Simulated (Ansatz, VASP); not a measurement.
MnS: VASP beside Ansatz

Contents of INCAR:

```
SYSTEM = MnS
ALGO = Normal
EDIFF = 1E-6
ENCUT = 520
GGA = PE
ISIF = 2
ISMEAR = 0
ISPIN = 2
LASPH = .TRUE.
LCHARG = .FALSE.
LMAXMIX = 4
LORBIT = 11
LREAL = .FALSE.
LWAVE = .FALSE.
MAGMOM = 4 0
NBANDS = 20
NELM = 150
PREC = Accurate
SIGMA = 0.1
```

KPOINTS

```
k-points
0
G
  4 4 4
  0 0 0
```

The input POSCAR:

```
MnS
1.0
    0.0000000000      2.8000000000      2.8000000000
    2.8000000000      0.0000000000      2.8000000000
    2.8000000000      2.8000000000      0.0000000000
Mn S
1 1
Direct
    0.0000000000      0.0000000000      0.0000000000
    0.7500000000      0.7500000000      0.7500000000
```

Input for Ansatz:

```yaml
crystal:
  lattice:
    - [0.0, 2.8, 2.8]
    - [2.8, 0.0, 2.8]
    - [2.8, 2.8, 0.0]
  atoms:
    - { symbol: Mn, position: [0.0, 0.0, 0.0], spin: 4.0 }
    - { symbol: S, position: [0.75, 0.75, 0.75] }
basis:
  ecutwfc: 420
kpoints:
  mp_grid: { grid: [4, 4, 4] }
hamiltonian:
  xc: pbe
scf:
  occupations: { method: gaussian, width: 0.1 }
  lower_state_search: "off"
output:
  forces: true
  stress: true
  eigenvalues: true
  populations: true
magnetization:
  spin_polarized: true
```

Alike in both runs: task single point; functional PBE; k mesh 4 × 4 × 4; occupations gaussian, width 0.1 eV; collinear spin.

|  | VASP | Ansatz |
| --- | --- | --- |
| version | VASP 6.6.1 | Ansatz 0.2.0 |
| potentials or method | VASP PAW PBE potentials, release 64 (Mn_pv, S), cutoff 520 eV | scalar-relativistic, plane waves, PAW |
| valence electrons in the cell | 19 | 21 |

Ansatz gave:

- gap on the k mesh at the Fermi level (eV): none
- pressure (GPa): 1.0
- net moment per atom (μB): 2.45
- size of the moment on the site where the two differ most (μB): 4.15

**Question.** Which values does VASP return?

**Answer.** gap on the k mesh at the Fermi level (eV): none; pressure (GPa): 1.0; net moment per atom (μB): 2.45; size of the moment on the site where the two differ most (μB): 4.32.

Site moments also hang on the region over which each program counts them. A gap of «none» marks a metal or a gap that the smearing closes. VASP's potentials hold 19 valence electrons a cell and Ansatz's 21, so a difference there can come from the potentials and not from the codes.

The k mesh is coarse, so the values compare programs but aren't converged.
